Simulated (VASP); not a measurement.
Input of a VASP 6.6.1 run:

Contents of POSCAR:

```
Ir
1.0
    2.7226443278      0.0000000000      0.0000000000
   -1.3613221639      2.3578791533      0.0000000000
    0.0000000000      0.0000000000      4.4448990357
Ir
2
Direct
    0.3333333333      0.6666666667      0.2500000000
    0.6666666667      0.3333333333      0.7500000000
```

Contents of INCAR.step1:

```
SYSTEM = Ir
PREC = Accurate ; ENCUT = 520
ISMEAR = 0 ; SIGMA = 0.1
LREAL = .False. ; LASPH = .True.
NELM = 100 ; NBANDS = 16
GGA = PE ; ALGO = Normal
EDIFF = 1E-4 ; LWAVE = .True.
LCHARG = .False.
```

File INCAR.step2:

```
SYSTEM = Ir
PREC = Accurate ; ENCUT = 520
EDIFF = 1E-6 ; ISMEAR = 0
SIGMA = 0.1 ; LREAL = .False.
LASPH = .True. ; NELM = 100
ALGO = Normal ; ISIF = 2
LWAVE = .False. ; LCHARG = .True.
METAGGA = R2SCAN ; LMIXTAU = .True.
LELF = .True. ; LVHAR = .True.
NBANDS = 16 ; ISTART = 1
```

KPOINTS

```
regular mesh
0
Gamma
  12 12 6
  0 0 0
```

Potentials or basis: VASP PAW PBE potentials, release 64 (Ir).

Launch:

```sh
$ cat potpaw_PBE.64/Ir/POTCAR > POTCAR
$ cp INCAR.step1 INCAR
$ mpirun -np 1 vasp_std > vasp.out
$ cp INCAR.step2 INCAR
$ mpirun -np 1 vasp_std > vasp.out
```

(1) What does it give for the band gap on the k mesh?

(2) What does it give for the pressure?

Results:

(1) zero (bands 9 and 10 overlap by 3.45 eV).

(2) 2.3 GPa.

Caveat: the PAW data sets were made with another functional, which shifts forces and pressure a little; spin-orbit coupling is left out, which moves the levels of the heavy elements.
